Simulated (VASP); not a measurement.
A run of VASP 6.6.1 is set up as follows.

Contents of INCAR:

```
PREC     = Accurate       # precision mode
ENCUT    = 520            # plane-wave cutoff, eV
EDIFF    = 1E-6           # SCF threshold, eV
ISMEAR   = 0              # smearing method
SIGMA    = 0.02           # smearing width, eV
LREAL    = False          # projectors in reciprocal space
LASPH    = True           # aspherical terms in the spheres
NELM     = 60             # most SCF steps
ALGO     = Normal         # electronic algorithm
ISIF     = 2              # what is computed and relaxed
LWAVE    = False          # write WAVECAR
LCHARG   = False          # write CHGCAR
GGA      = PE             # functional
NBANDS   = 15             # bands
```

File KPOINTS:

```
regular mesh
0
Gamma
  8 8 8
```

Contents of POSCAR:

```
BaS
1.0
    0.0000000000      3.1819218480      3.1819218480
    3.1819218480      0.0000000000      3.1819218480
    3.1819218480      3.1819218480      0.0000000000
Ba S
1 1
Direct
    0.0000000000      0.0000000000      0.0000000000
    0.5000000000      0.5000000000      0.5000000000
```

Potentials or basis: VASP PAW PBE potentials, release 64 (Ba_sv, S).

Launch:

```sh
$ cat potpaw_PBE.64/Ba_sv/POTCAR potpaw_PBE.64/S/POTCAR > POTCAR
$ mpirun -np 1 vasp_std > vasp.out
```

(1) Estimate the band gap on the k mesh.

(2) Estimate the pressure.

Results:

(1) 2.09 eV, indirect (least direct gap 2.22 eV).

(2) 2.0 GPa.

Caveat: spin-orbit coupling is left out, which moves the levels of the heavy elements.
